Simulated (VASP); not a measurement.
# Ge (Pm-3m) in VASP: notebook

The runs below take Ge through single point, relaxation of cell and atoms, with PBE.

Program: VASP 6.6.1. These are calculated values, not measurements. Logs are shortened: lines on timing, memory, paths and dates and some standing lists are left out, and cuts for length are marked.

### 1 The cell of the first run

It takes space group Pm-3m (No. 221, cubic). Conventional cell: a = 2.542 Å, b = 2.542 Å, c = 2.542 Å, α = 90.00°, β = 90.00°, γ = 90.00°. Ge (site symmetry m-3m) has 6 Ge at 2.54 Å within 3.4 Å.

### 2 Single point, PBE

INCAR

```
SYSTEM = Ge
PREC     = Accurate       ! precision mode
ENCUT    = 520            ! plane-wave cutoff, eV
EDIFF    = 1E-6           ! SCF threshold, eV
ISMEAR   = 1              ! smearing method
SIGMA    = 0.05           ! smearing width, eV
LREAL    = .FALSE.        ! projectors in reciprocal space
LASPH    = .TRUE.         ! aspherical terms in the spheres
NELM     = 80             ! most SCF steps
ALGO     = Normal         ! electronic algorithm
ISIF     = 2              ! what is computed and relaxed
LWAVE    = .FALSE.        ! write WAVECAR
LCHARG   = .FALSE.        ! write CHGCAR
GGA      = PE             ! functional
NBANDS   = 13             ! bands
```

KPOINTS

```
Automatic mesh
0
G
  15 15 15
  0 0 0
```

POSCAR

```
Ge
1.0
    2.5421443932      0.0000000000      0.0000000000
    0.0000000000      2.5421443932      0.0000000000
    0.0000000000      0.0000000000      2.5421443932
Ge
1
Direct
    0.0000000000      0.0000000000      0.0000000000
```

Potentials or basis: VASP PAW PBE potentials, release 64 (Ge_d).

Run with:

```
> cat potpaw_PBE.64/Ge_d/POTCAR > POTCAR
> mpirun -np 1 vasp_std > vasp.out
```

OUTCAR:

```text
SYSTEM = Ge
   PREC = Accurate
   ENCUT = 520
   EDIFF = 1E-6
   ISMEAR = 1
   LREAL = .FALSE.
   LASPH = .TRUE.
   NELM = 80
   ISIF = 2
   GGA = PE

 ion  position               nearest neighbor table
   1  0.000  0.000  0.000-

  LATTYP: Found a simple cubic cell.
 ALAT       =     2.5421443932

  Lattice vectors:

 A1 = (   2.5421443932,   0.0000000000,   0.0000000000)
 A2 = (   0.0000000000,   2.5421443932,   0.0000000000)
 A3 = (   0.0000000000,   0.0000000000,   2.5421443932)

Analysis of symmetry for initial positions (statically):
=====================================================================
 Subroutine PRICEL returns:
 Original cell was already a primitive cell.

 Routine SETGRP: Setting up the symmetry group for a
 simple cubic supercell.

 Subroutine GETGRP returns: Found 48 space group operations
 (whereof 48 operations were pure point group operations)
 out of a pool of 48 trial point group operations.

The static configuration has the point symmetry O_h .

Analysis of symmetry for dynamics (positions and initial velocities):
=====================================================================
 Subroutine PRICEL returns:
 Original cell was already a primitive cell.

 Routine SETGRP: Setting up the symmetry group for a
 simple cubic supercell.

 Subroutine GETGRP returns: Found 48 space group operations
 (whereof 48 operations were pure point group operations)
 out of a pool of 48 trial point group operations.

The dynamic configuration has the point symmetry O_h .

 Subroutine INISYM returns: Found 48 space group operations
 (whereof 48 operations are pure point group operations),
 and found     1 'primitive' translations

----------------------------------------------------------------------------------------

                                     Primitive cell

  volume of cell :      16.4286

  direct lattice vectors                    reciprocal lattice vectors
     2.542144393  0.000000000  0.000000000     0.393368686  0.000000000  0.000000000
     0.000000000  2.542144393  0.000000000     0.000000000  0.393368686  0.000000000
     0.000000000  0.000000000  2.542144393     0.000000000  0.000000000  0.393368686

  length of vectors
     2.542144393  2.542144393  2.542144393     0.393368686  0.393368686  0.393368686

  position of ions in fractional coordinates (direct lattice)
     0.000000000  0.000000000  0.000000000

  ion indices of the primitive-cell ions
   primitive index   ion index
                 1           1

----------------------------------------------------------------------------------------

 KPOINTS: Automatic mesh

Automatic generation of k-mesh.
 Grid dimensions read from file:
 generate k-points for:   15   15   15

 Generating k-lattice:

  Cartesian coordinates                     Fractional coordinates (reciprocal lattice)
     0.026224579  0.000000000  0.000000000     0.066666667  0.000000000  0.000000000
     0.000000000  0.026224579  0.000000000     0.000000000  0.066666667  0.000000000
     0.000000000  0.000000000  0.026224579     0.000000000  0.000000000  0.066666667

  Length of vectors
     0.026224579  0.026224579  0.026224579

  Shift w.r.t. Gamma in fractional coordinates (k-lattice)
     0.000000000  0.000000000  0.000000000

 Subroutine IBZKPT returns following result:
 ===========================================

 Found    120 irreducible k-points:

 Following reciprocal coordinates:
            Coordinates               Weight
  0.000000  0.000000  0.000000      1.000000
  0.066667  0.000000  0.000000      6.000000
  0.133333  0.000000  0.000000      6.000000
  0.200000  0.000000  0.000000      6.000000
  0.266667  0.000000  0.000000      6.000000
  0.333333  0.000000  0.000000      6.000000
[... 16 lines left out ...]
  0.266667  0.200000  0.000000     24.000000
  0.333333  0.200000  0.000000     24.000000
 [... further k-points ...]
   k-points           NKPTS =    120   k-points in BZ     NKDIM =    120   number of bands    NBANDS=     13
   number of dos      NEDOS =    301   number of ions     NIONS =      1
   total plane-waves  NPLWV =   8000
   dimension x,y,z NGX =    20 NGY =   20 NGZ =   20
   dimension x,y,z NGXF=    40 NGYF=   40 NGZF=   40
   ions per type =               1
   NGX,Y,Z   is equivalent  to a cutoff of  13.08, 13.08, 13.08 a.u.
   NGXF,Y,Z  is equivalent  to a cutoff of  26.16, 26.16, 26.16 a.u.
 SYSTEM =  Ge
   PREC   = accura    normal or accurate (medium, high low for compatibility)
   ISTART =      0    job   : 0-new  1-cont  2-samecut
   ICHARG =      2    charge: 1-file 2-atom 10-const
   ISPIN  =      1    spin polarized calculation?
   LNONCOLLINEAR =      F non collinear calculations
   LSORBIT =      F    spin-orbit coupling
   LASPH  =      T    aspherical Exc in radial PAW
   ENCUT  =  520.0 eV  38.22 Ry    6.18 a.u.   4.73  4.73  4.73*2*pi/ulx,y,z
   NELM   =     80;   NELMIN=  2; NELMDL= -5     # of ELM steps
   EDIFF  = 0.1E-05   stopping-criterion for ELM
   LREAL  =      F    real-space projection
   EDIFFG = 0.1E-04   stopping-criterion for IOM
   NSW    =      0    number of steps for IOM
   IBRION =     -1    ionic relax: 0-MD 1-quasi-New 2-CG
   NFREE  =      0    steps in history (QN), initial steepest desc. (CG)
   ISIF   =      2    stress and relaxation
   ISYM   =      2    0-nonsym 1-usesym 2-fastsym
   POTIM  = 0.5000    time-step for ionic-motion
   TEBEG  =    0.0;   TEEND  =   0.0 temperature during run
   PSTRESS=    0.0 pullay stress
   NELECT =      14.0000    total number of electrons
   NUPDOWN=      -1.0000    fix difference up-down
   EMIN   =  10.00;   EMAX   =-10.00  energy-range for DOS
   EFERMI =   0.00;   METHOD = LEGACY
   ISMEAR =     1;   SIGMA  =   0.05  broadening in eV -4-tet -1-fermi 0-gaus
   EFERMI_NEDOS =   21; number of points for ismear=-14 and -15
   IALGO  =     38    algorithm
   IMIX   =      4    mixing-type and parameters
     AMIX     =   0.40;   BMIX     =  1.00
     AMIX_MAG =   1.60;   BMIX_MAG =  1.00
  volume/ion in A,a.u.               =      16.43       110.87
  Fermi-wavevector in a.u.,A,eV,Ry     =   1.552091  2.933027 32.776268  2.408988
  Thomas-Fermi vector in A             =   2.656517
   LORBIT       =      0    0 simple, 1 ext, 2 COOP (PROOUT), +10 PAW based schemes
   GGA     = PE    functional components
   LHFCALC =     F    Hartree Fock is set to
   AEXX    =    0.0000 exact exchange contribution
   IVDW    =     0    specifies the selected vdW correction
   LEPSILON=     F    determine dielectric tensor
   LRPA    =     F    only Hartree local field effects (RPA)
 non-spin polarized calculation
 Methfessel and Paxton  Order N= 1 SIGMA  =   0.05
  energy-cutoff  :      520.00
  volume of cell :       16.43
 maximum number of plane-waves:       461
 NGX is ok and might be reduce to    20
   NGX =  9   NGY =  9   NGZ =  9

 number of electron      13.9999992 magnetization

 Free energy of the ion-electron system (eV)
  ---------------------------------------------------
  ext. energy  EPLUGINS =         0.00000000
  ---------------------------------------------------
  free energy    TOTEN  =        -4.08671595 eV

  energy without entropy =       -4.08674531  energy(sigma->0) =       -4.08672573

 E-fermi :   8.1063     XC(G=0): -11.8930

 val. band max:        8.0702398283   @ k =   0.4000   0.4000   0.2667
 cond. band min:       8.1271079835   @ k =   0.2667   0.2667   0.1333
 fundamental gap:      0.0568681552
 Fermi energy:         8.1062571669

 k-point     1 :       0.0000    0.0000    0.0000
  band No.  band energies     occupation
      1     -16.8232      2.00000
      2     -16.8232      2.00000
      3     -16.4049      2.00000
      4     -16.4049      2.00000
      5     -16.4049      2.00000
      6      -6.3204      2.00000
      7      15.7719      0.00000
      8      15.7719      0.00000
      9      15.7719      0.00000
     10      18.8956      0.00000
     11      18.8956      0.00000
     12      22.6572      0.00000
     13      39.2762      0.00000

 k-point     2 :       0.0667    0.0000    0.0000
  band No.  band energies     occupation
      1     -16.8221      2.00000
      2     -16.8097      2.00000
      3     -16.4097      2.00000
      4     -16.4097      2.00000
      5     -16.4045      2.00000
      6      -6.2187      2.00000
      7      14.1637      0.00000
      8      15.8748      0.00000
      9      15.8748      0.00000
     10      18.9829      0.00000
     11      20.1723      0.00000
     12      23.2352      0.00000
     13      37.6218      0.00000

 k-point     3 :       0.1333    0.0000    0.0000
  band No.  band energies     occupation
      1     -16.8189      2.00000
      2     -16.7715      2.00000
      3     -16.4233      2.00000
      4     -16.4233      2.00000
      5     -16.4033      2.00000
      6      -5.9133      2.00000
      7      11.6584      0.00000
      8      16.1797      0.00000
      9      16.1797      0.00000
     10      19.2444      0.00000
     11      21.3272      0.00000
     12      25.3121      0.00000
     13      35.0860      0.00000
[... 305 lines left out ...]
 k-point    23 :       0.2667    0.2000    0.0000
  band No.  band energies     occupation
      1     -16.7449      2.00000
      2     -16.5924      2.00000
      3     -16.5169      2.00000
      4     -16.4622      2.00000
      5     -16.4371      2.00000
      6      -3.7853      2.00000
      7       7.6257      2.00000
      8      10.8989      0.00000
      9      18.2401      0.00000
     10      21.6164      0.00000
     11      23.2167      0.00000
     12      29.6174      0.00000
     13      31.2819      0.00000

 k-point    24 :       0.3333    0.2000    0.0000
  band No.  band energies     occupation
      1     -16.7360      2.00000
      2     -16.5432      2.00000
      3     -16.5328      2.00000
      4     -16.4836      2.00000
      5     -16.4350      2.00000
      6      -2.8925      2.00000
      7       5.5455      2.00000
      8      11.6553      0.00000
      9      19.0144      0.00000
     10      20.2995      0.00000
     11      23.4041      0.00000
     12      29.3506      0.00000
     13      29.3993      0.00000

 [... further k-points ...]
[... 5 lines left out ...]
  --------------------------------------------------------------------------------------
  -------------------------------------------------------------------------------------
  Total        2.0382460      2.0382460      2.0382460     -0.0000000     -0.0000000      0.0000000
  in kB      198.7771882    198.7771882    198.7771882     -0.0000000     -0.0000000      0.0000000
  external PRESSURE =     198.7771882 kB  Pullay stress =       0.0000000 kB

 VOLUME and BASIS-vectors are now :
 -----------------------------------------------------------------------------
  energy-cutoff  :      520.00
  volume of cell :       16.43
      direct lattice vectors                 reciprocal lattice vectors
     2.542144393  0.000000000  0.000000000     0.393368686  0.000000000  0.000000000
     0.000000000  2.542144393  0.000000000     0.000000000  0.393368686  0.000000000
     0.000000000  0.000000000  2.542144393     0.000000000  0.000000000  0.393368686

 POSITION                                       TOTAL-FORCE (eV/Angst)
 -----------------------------------------------------------------------------------
      0.00000      0.00000      0.00000         0.000000      0.000000      0.000000
 -----------------------------------------------------------------------------------
    total drift:                                0.000000      0.000000      0.000000

  FREE ENERGIE OF THE ION-ELECTRON SYSTEM (eV)
  ---------------------------------------------------
  free  energy   TOTEN  =        -4.0867159464 eV

  energy  without entropy=       -4.0867453061  energy(sigma->0) =       -4.08672573
```

Run time: 6.4 s. Hardware: 1 thread of Intel Xeon 6975P-C (Granite Rapids), shared host; peak memory 0.14 GiB.

Results:

- Free energy: -4.0867 eV
- Pressure: 19.9 GPa
- Band gap on the k mesh: zero (band 7 reaches 15.77 eV, above the bottom of band 8 at 5.39 eV)

(Part 1 of 2 ends here.)
